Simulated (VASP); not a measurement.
# C in VASP: single point with r2SCAN+rVV10

Aim: the single point of C with r2SCAN+rVV10.

All numbers are computed with VASP 6.6.1; they aren't measurements. Logs are shortened: lines on timing, memory, paths and dates and some standing lists are left out, and cuts for length are marked.

## (1) The cell of the first run

The cell holds a sheet with vacuum, 2 atoms: a = 2.455 Å, b = 2.455 Å, c = 23.800 Å, α = 90.00°, β = 90.00°, γ = 120.00°.

## (2) Single point, r2SCAN+rVV10

Input file POSCAR:

```
C
1.0
    2.4551590407      0.0000000000      0.0000000000
   -1.2275795203      2.1262300995      0.0000000000
    0.0000000000      0.0000000000     23.8000000000
C
2
Direct
    0.3333333333      0.6666666667      0.2941176471
    0.6666666667      0.3333333333      0.2941176471
```

Input file INCAR.step1:

```
SYSTEM = C
ALGO = Normal ; DIPOL = 0.5 0.5 0.294
EDIFF = 1E-5 ; ENCUT = 580
GGA = PE ; GGA_COMPAT = .False.
IDIPOL = 3 ; ISMEAR = 0
LASPH = .True. ; LCHARG = .False.
LDIPOL = .True. ; LREAL = .False.
LWAVE = .True. ; NBANDS = 11
NELM = 120 ; NELMDL = -8
PREC = Accurate ; SIGMA = 0.03
```

Input file INCAR.step2:

```
SYSTEM = C
ALGO = Normal ; BPARAM = 11.95
CPARAM = 0.0093 ; DIPOL = 0.5 0.5 0.294
EDIFF = 1E-6 ; ENCUT = 580
GGA_COMPAT = .False. ; IDIPOL = 3
ISIF = 2 ; ISMEAR = 0
ISTART = 1 ; IVDW_NL = 2
LASPH = .True. ; LCHARG = .True.
LDIPOL = .True. ; LELF = .True.
LMIXTAU = .True. ; LREAL = .False.
LUSE_VDW = .True. ; LVACPOTAV = .True.
LVHAR = .True. ; LWAVE = .False.
METAGGA = R2SCAN ; NBANDS = 11
NELM = 120 ; PREC = Accurate
SIGMA = 0.03
```

Input file KPOINTS:

```
k-points
0
Gamma
  18 18 1
  0 0 0
```

Potentials or basis: VASP PAW PBE potentials, release 64 (C).

Run with:

```sh
cat potpaw_PBE.64/C/POTCAR > POTCAR
cp INCAR.step1 INCAR
mpirun -np 1 vasp_std > vasp.out
cp INCAR.step2 INCAR
mpirun -np 1 vasp_std > vasp.out
```

OUTCAR:

```text
SYSTEM = C
   BPARAM = 11.95
   EDIFF = 1E-6
   ENCUT = 580
   ISIF = 2
   ISMEAR = 0
   ISTART = 1
   IVDW_NL = 2
   LASPH = .True.
   LREAL = .False.
   METAGGA = R2SCAN
   NELM = 120
   PREC = Accurate

 ion  position               nearest neighbor table
   1  0.333  0.667  0.294-   2 1.42   2 1.42   2 1.42
   2  0.667  0.333  0.294-   1 1.42   1 1.42   1 1.42

  LATTYP: Found a hexagonal cell.
 ALAT       =     2.4551590407
 C/A-ratio  =     9.6938730263

  Lattice vectors:

 A1 = (   2.4551590407,   0.0000000000,   0.0000000000)
 A2 = (  -1.2275795203,   2.1262300995,   0.0000000000)
 A3 = (   0.0000000000,   0.0000000000,  23.8000000000)

Analysis of symmetry for initial positions (statically):
=====================================================================
 Subroutine PRICEL returns:
 Original cell was already a primitive cell.

 Routine SETGRP: Setting up the symmetry group for a
 hexagonal supercell.

 Subroutine GETGRP returns: Found 24 space group operations
 (whereof 12 operations were pure point group operations)
 out of a pool of 24 trial point group operations.

The static configuration has the point symmetry C_6v.
 The point group associated with its full space group is D_6h.

Analysis of symmetry for dynamics (positions and initial velocities):
=====================================================================
 Subroutine PRICEL returns:
 Original cell was already a primitive cell.

 Routine SETGRP: Setting up the symmetry group for a
 hexagonal supercell.

 Subroutine GETGRP returns: Found 24 space group operations
 (whereof 12 operations were pure point group operations)
 out of a pool of 24 trial point group operations.

The dynamic configuration has the point symmetry C_6v.
 The point group associated with its full space group is D_6h.

 Subroutine INISYM returns: Found 24 space group operations
 (whereof 12 operations are pure point group operations),
 and found     1 'primitive' translations

----------------------------------------------------------------------------------------

                                     Primitive cell

  volume of cell :     124.2415

  direct lattice vectors                    reciprocal lattice vectors
     2.455159041  0.000000000  0.000000000     0.407305589  0.235157992  0.000000000
    -1.227579520  2.126230099  0.000000000     0.000000000  0.470315983  0.000000000
     0.000000000  0.000000000 23.800000000     0.000000000  0.000000000  0.042016807

  length of vectors
     2.455159041  2.455159041 23.800000000     0.470315983  0.470315983  0.042016807

[... 97 lines left out ...]
   IALGO  =     38    algorithm
   IMIX   =      4    mixing-type and parameters
     AMIX     =   0.40;   BMIX     =  1.00
     AMIX_MAG =   1.60;   BMIX_MAG =  1.00
  volume/ion in A,a.u.               =      62.12       419.21
  Fermi-wavevector in a.u.,A,eV,Ry     =   0.656169  1.239980  5.858098  0.430558
  Thomas-Fermi vector in A             =   1.727276
   LORBIT       =      0    0 simple, 1 ext, 2 COOP (PROOUT), +10 PAW based schemes
   METAGGA = R2SCAN    functional components
   LHFCALC =     F    Hartree Fock is set to
   AEXX    =    0.0000 exact exchange contribution
   IVDW_NL    =     2    kernel type
   BPARAM     =11.9500
   IVDW    =     0    specifies the selected vdW correction
   LEPSILON=     F    determine dielectric tensor
   LRPA    =     F    only Hartree local field effects (RPA)
 non-spin polarized calculation
 Gauss-broadening in eV      SIGMA  =   0.03
  energy-cutoff  :      580.00
  volume of cell :      124.24
 maximum number of plane-waves:      3981
 NGX is ok and might be reduce to    20
   NGX =  9   NGY =  9   NGZ = 93

 dipolmoment           0.000000      0.000000      0.000005 electrons x Angstroem

 number of electron       7.9999999 magnetization

 dipolmoment           0.000000      0.000000     -0.000006 electrons x Angstroem

 Free energy of the ion-electron system (eV)
  ---------------------------------------------------
  ext. energy  EPLUGINS =         0.00000000
  ---------------------------------------------------
  free energy    TOTEN  =       -19.59809120 eV

  energy without entropy =      -19.59788224  energy(sigma->0) =      -19.59798672

 E-fermi :  -2.9933     XC(G=0):  -1.8231

 val. band max:       -2.9932961317   @ k =   0.3333   0.3333   0.0000
 cond. band min:      -2.9932955739   @ k =   0.3333   0.3333   0.0000
 fundamental gap:      0.0000005578
 Fermi energy:        -2.9932958529

 k-point     1 :       0.0000    0.0000    0.0000
  band No.  band energies     occupation
      1     -23.8714      2.00000
      2     -11.1531      2.00000
      3      -6.2260      2.00000
      4      -6.2260      2.00000
      5       0.5719      0.00000
      6       1.3140      0.00000
      7       1.4067      0.00000
      8       2.0909      0.00000
      9       2.3807      0.00000
     10       3.5558      0.00000
     11       3.9834      0.00000
[... 309 lines left out ...]
 k-point    24 :       0.3889    0.1111    0.0000
  band No.  band energies     occupation
      1     -18.8966      2.00000
      2     -16.0481      2.00000
      3     -10.7224      2.00000
      4      -5.7179      2.00000
      5      -0.6950      0.00000
      6       6.1352      0.00000
      7       7.3157      0.00000
      8       8.0493      0.00000
      9       8.2790      0.00000
     10       8.8590      0.00000
     11       9.2169      0.00000

 [... further k-points ...]

------------------------ aborting loop because EDIFF is reached ----------------------------------------

  FORCE on cell =-STRESS in cart. coord.  units (eV):
  Direction    XX          YY          ZZ          XY          YZ          ZX
  --------------------------------------------------------------------------------------
  -------------------------------------------------------------------------------------
  Total        0.0839617      0.0839617     -0.0385012      0.0000000      0.0000000     -0.0000000
  in kB        1.0827419      1.0827419     -0.4964990      0.0000000      0.0000000     -0.0000000
  external PRESSURE =       0.5563283 kB  Pullay stress =       0.0000000 kB

 VOLUME and BASIS-vectors are now :
 -----------------------------------------------------------------------------
  energy-cutoff  :      580.00
  volume of cell :      124.24
      direct lattice vectors                 reciprocal lattice vectors
     2.455159041  0.000000000  0.000000000     0.407305589  0.235157992  0.000000000
    -1.227579520  2.126230099  0.000000000     0.000000000  0.470315983  0.000000000
     0.000000000  0.000000000 23.800000000     0.000000000  0.000000000  0.042016807

 POSITION                                       TOTAL-FORCE (eV/Angst)
 -----------------------------------------------------------------------------------
     -0.00000      1.41749      7.00000         0.000000     -0.000000     -0.000000
      1.22758      0.70874      7.00000        -0.000000      0.000000      0.000000
 -----------------------------------------------------------------------------------
    total drift:                                0.000000      0.000000     -0.000079

  FREE ENERGIE OF THE ION-ELECTRON SYSTEM (eV)
  ---------------------------------------------------
  free  energy   TOTEN  =       -19.5980911960 eV

  energy  without entropy=      -19.5978822369  energy(sigma->0) =      -19.59798672

 vacuum level on the upper side and lower side of the slab         1.274         1.275
```

Wall time 9.4 min (1 thread of Intel Xeon 8259CL, shared host); peak memory 0.57 GiB.

What came out:

```yaml
Free_energy: -19.5981 eV
Band_gap_on_the_k_mesh: zero (filled and empty bands touch)
```

Caveat: the PAW data sets were made with another functional, which shifts forces and pressure a little.
